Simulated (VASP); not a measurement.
Write the native input for VASP 6.6.1 that does the following.

```
Task                   : single point
Functional             : PBE
Potentials or basis    : VASP PAW PBE potentials, release 64 (Lu)
Cutoff                 : 520 eV
k mesh                 : 15 × 15 × 15
Occupations            : fermi-dirac, width 0.05 eV
Spin                   : no spin polarisation
Dipole correction      : no
Further INCAR settings : ALGO = Normal; EDIFF = 1e-06; NBANDS = 32
```

The structure of Lu lies in POSCAR:

```
Lu
1.0
   -2.3642580894      2.3642580894      1.3625235942
    2.3642580894     -2.3642580894      1.3625235942
    2.3642580894      2.3642580894     -1.3625235942
Lu
2
Direct
   -0.3750000000     -0.1250000000     -0.2500000000
    0.3750000000      0.1250000000      0.2500000000
```

One way to write it, as run:

INCAR

```
PREC = Accurate
ENCUT = 520
EDIFF = 1E-6
ISMEAR = -1
SIGMA = 0.05
LREAL = F
LASPH = T
NELM = 60
ALGO = Normal
ISIF = 2
LWAVE = F
LCHARG = F
GGA = PE
NBANDS = 32
```

KPOINTS

```
regular mesh
0
Gamma
  15 15 15
```

Potentials or basis: VASP PAW PBE potentials, release 64 (Lu).

Command:

```bash
$ cat potpaw_PBE.64/Lu/POTCAR > POTCAR
$ mpirun -np 1 vasp_std > vasp.out
```

It gave:

* Pressure: 88.4 GPa
* Band gap on the k mesh: zero (bands 25 and 26 overlap by 3.48 eV)

Caveat: the cell stands under pressure; spin-orbit coupling is left out, which moves the levels of the heavy elements.

It took 10 min on 1 thread of Intel Xeon 8259CL, on a shared host, peak memory 0.35 GiB.
